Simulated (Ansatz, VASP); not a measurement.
## One calculation of In3SbAs2, two programs

File INCAR:

```
SYSTEM = In3SbAs2
PREC = Accurate
ENCUT = 520
EDIFF = 1E-6
ISMEAR = -1
SIGMA = 0.02
LREAL = .FALSE.
LASPH = .TRUE.
NELM = 60
ALGO = Normal
ISIF = 2
LWAVE = .FALSE.
LCHARG = .FALSE.
GGA = PE
NBANDS = 36
```

The input KPOINTS:

```
regular mesh
0
G
  6 6 6
  0 0 0
```

Contents of POSCAR:

```
In3SbAs2
1.0
   -2.2423580129      2.2423580129      9.4953287556
    2.2423580129     -2.2423580129      9.4953287556
    2.2423580129      2.2423580129     -9.4953287556
As In Sb
2 3 1
Direct
    0.1705848531      0.1705848531      0.0000000000
    0.8294151469      0.8294151469      0.0000000000
    0.7500000000      0.2500000000      0.5000000000
    0.4089956032      0.9089956032      0.5000000000
    0.0910043968      0.5910043968      0.5000000000
    0.5000000000      0.5000000000      0.0000000000
```

Input for Ansatz:

```yaml
crystal:
  lattice:
    - [-2.2423580129, 2.2423580129, 9.4953287556]
    - [2.2423580129, -2.2423580129, 9.4953287556]
    - [2.2423580129, 2.2423580129, -9.4953287556]
  atoms:
    - { symbol: As, position: [0.1705848531, 0.1705848531, 0.0] }
    - { symbol: In, position: [0.75, 0.25, 0.5] }
    - { symbol: As, position: [0.8294151469, 0.8294151469, 0.0] }
    - { symbol: In, position: [0.4089956032, 0.9089956032, 0.5] }
    - { symbol: Sb, position: [0.5, 0.5, 0.0] }
    - { symbol: In, position: [0.0910043968, 0.5910043968, 0.5] }
kpoints:
  mp_grid: { grid: [6, 6, 6] }
hamiltonian:
  xc: pbe
scf:
  occupations: { method: fermi_dirac, width: 0.02 }
  n_extra_bands: 5
output:
  forces: true
  stress: true
  eigenvalues: true
```

Alike in both runs: task single point; functional PBE; k mesh 6 × 6 × 6; occupations fermi-dirac, width 0.02 eV; no spin polarisation.

```csv
,VASP,Ansatz
version,VASP 6.6.1,Ansatz 0.2.0
potentials or method,"VASP PAW PBE potentials, release 64 (As, In_d, Sb)","plane waves, PAW"
plane-wave cutoff (eV),520,420
valence electrons in the cell,54,84
```

```csv
,VASP,Ansatz,Ansatz less VASP
pressure (GPa),0.0,0.0,-0.02
rms of the force components (eV/Å),0.004,0.001,-0.0027
```

VASP's potentials hold 54 valence electrons a cell and Ansatz's 84, so a difference there can come from the potentials and not from the codes.

Neither program's run includes spin-orbit coupling.
